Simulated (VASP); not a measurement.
The system is AlN.

```xyz
2
Lattice="0.0000 2.0975 2.0975 2.0975 0.0000 2.0975 2.0975 2.0975 0.0000" Properties=species:S:1:pos:R:3 pbc="T T T"
Al    0.0000    0.0000    0.0000
N     1.0487    1.0487    1.0487
```

This cell differs from its parent crystal: strain -4.0%.

Base run:

| Property | Result |
| --- | --- |
| Program | VASP 6.6.1 |
| Functional | r2SCAN |
| Potentials or basis | VASP PAW PBE potentials, release 64 (Al, N) |
| Cutoff | 520 eV |
| k mesh | 10 × 10 × 10 |
| Occupations | gaussian, width 0.01 eV |
| Spin | no spin polarisation |

Its results: band gap on the k mesh 4.02 eV, indirect (least direct gap 5.95 eV); pressure 32.4 GPa.

**Question.** The run is repeated on the same cell with these changes: functional from r2SCAN to PBE; k mesh from 10 × 10 × 10 to 6 × 6 × 6. What comes out?

**Answer.** Band gap on the k mesh 3.37 eV, indirect (least direct gap 5.27 eV); pressure 37.0 GPa.

Several settings changed at once, so the effect can't be laid on one alone.

Caveats: some runs use coarse meshes; the PAW data sets were made with another functional, which shifts forces and pressure a little (some runs).

A k mesh can miss the band edges.
